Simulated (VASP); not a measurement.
Wanted: the native input for a VASP 6.6.1 run.

```
Task                   : single point
Functional             : PBE
Potentials or basis    : VASP PAW PBE potentials, release 64 (Sr_sv, Ti_sv, O)
Cutoff                 : 520 eV
k mesh                 : 3 × 3 × 2
Occupations            : gaussian, width 0.15 eV
Spin                   : collinear spin, ferromagnetic start
Starting moments       : [0.0, 1.0, 1.0, 0.0, 0.0, 0.0, 0.0] μB
Dipole correction      : no
Further INCAR settings : ALGO = Normal; EDIFF = 1e-06; NBANDS = 42
```

The structure of SrTi2O4 lies in POSCAR:

```
SrTi2O4
1.0
    4.4262205321     -0.0000000030      0.0000000000
   -2.2131102635      3.8332194251      0.0000000000
    0.0000000000      0.0000000000     10.3314566470
Sr Ti O
1 2 4
Direct
    0.0000000000      0.0000000000      0.0000000000
    0.0000000000      0.0000000000      0.3398000351
    0.0000000000      0.0000000000      0.6601999649
    0.5000000000      0.0000000000      0.5000000000
    0.0000000000      0.5000000000      0.5000000000
    0.5000000000      0.5000000000      0.5000000000
    0.0000000000      0.0000000000      0.5000000000
```

One way to write it, as run:

INCAR

```
PREC = Accurate
ENCUT = 520
EDIFF = 1E-6
ISMEAR = 0
SIGMA = 0.15
LREAL = False
LASPH = True
NELM = 150
ALGO = Normal
ISIF = 2
LWAVE = False
LCHARG = False
ISPIN = 2
MAGMOM = 0 1 1 0 0 0 0
LORBIT = 11
LMAXMIX = 4
GGA = PE
NBANDS = 42
```

KPOINTS

```
Automatic mesh
0
Gamma
  3 3 2
```

Potentials or basis: VASP PAW PBE potentials, release 64 (Sr_sv, Ti_sv, O).

Launch:

```sh
$ cat potpaw_PBE.64/Sr_sv/POTCAR potpaw_PBE.64/Ti_sv/POTCAR potpaw_PBE.64/O/POTCAR > POTCAR
$ mpirun -np 1 vasp_std > vasp.out
```

It gave:

```
Pressure                                              : -0.6 GPa
Largest force                                         : 0.878 eV/Å
Net moment                                            : -0.10 μB per cell
Site moments                                          : Sr -0.00; Ti -0.03; O -0.02, +0.00 μB
Valence electrons inside the program's atomic spheres : Sr 7.90; Ti 10.23; O 4.70, 5.11
```

Caveat: the k points lie up to 0.55 Å⁻¹ apart.

Wall time 6.8 min on 1 thread of Intel(R) Xeon(R) Platinum 8175M CPU @ 2.50GHz (Skylake/Cascade Lake) (shared host), peak memory 0.43 GiB.
